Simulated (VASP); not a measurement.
The system is Si.

```
Si
1.0
     0.00000    1.90930    1.90930
     1.90930    0.00000    1.90930
     1.90930    1.90930    0.00000
Si
1
Direct
  0.00000 0.00000 0.00000
```

This isn't the form of Si at room conditions, which is diamond.

```yaml
Program: VASP 6.6.1
Task: relaxation of cell and atoms
Functional: PBE
Potentials_or_basis: VASP PAW PBE potentials, release 64 (Si)
Cutoff: 600 eV
k_mesh: 18 × 18 × 18
Occupations: gaussian, width 0.1 eV
Spin: no spin polarisation
```

At the start: pressure 4.1 GPa; volume 13.92 Å³/atom.

Question: How do energy, volume and symmetry change on relaxing?

Answer: Over 3 steps the energy falls by 7.6 meV/atom and the volume is 14.54 Å³/atom (+4.4 %); space group Fm-3m (No. 225, to 0.1 Å) before and after.

Step by step:
| step | energy change (eV) | largest force (eV/Å) | pressure (GPa) | volume (Å³) |
| --- | --- | --- | --- | --- |
| 1 | 0.0000 | 0.0000 | 4.06 | 13.92 |
| 2 | -0.0074 | 0.0000 | -0.61 | 14.64 |
| 3 | -0.0076 | 0.0000 | 0.00 | 14.54 |

Final structure:
```xyz
1
Lattice="0.0000 1.9371 1.9371 1.9371 0.0000 1.9371 1.9371 1.9371 0.0000" Properties=species:S:1:pos:R:3 pbc="T T T"
Si    0.0000    0.0000    0.0000
```
